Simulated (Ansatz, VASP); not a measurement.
One calculation of Yb, two programs

```
CELL_PARAMETERS angstrom
3.21054 0.00000 0.00000
0.00000 3.21054 0.00000
0.00000 0.00000 3.21054
ATOMIC_POSITIONS crystal
Yb 0.00000 0.00000 0.00000
```

Alike in both runs: task single point; functional LDA; k mesh 11 × 11 × 11; occupations fermi-dirac, width 0.1 eV; no spin polarisation.

|  | VASP | Ansatz |
| --- | --- | --- |
| version | VASP 6.6.1 | Ansatz 0.2.0 |
| potentials or method | VASP PAW PBE potentials, release 64 (Yb), cutoff 520 eV | plane waves (420 eV) with PAW, scalar-relativistic |
| valence electrons in the cell | 24 | 24 |

|  | VASP | Ansatz | Ansatz less VASP |
| --- | --- | --- | --- |
| pressure (GPa) | -2.3 | -1.2 | +1.16 |

VASP's potentials were made for PBE, not for LDA, and Ansatz warns of the same on its side. LDA's correlation is that of Perdew and Zunger in VASP and of Perdew and Wang (1992) in Ansatz.

Neither program's run includes spin-orbit coupling.
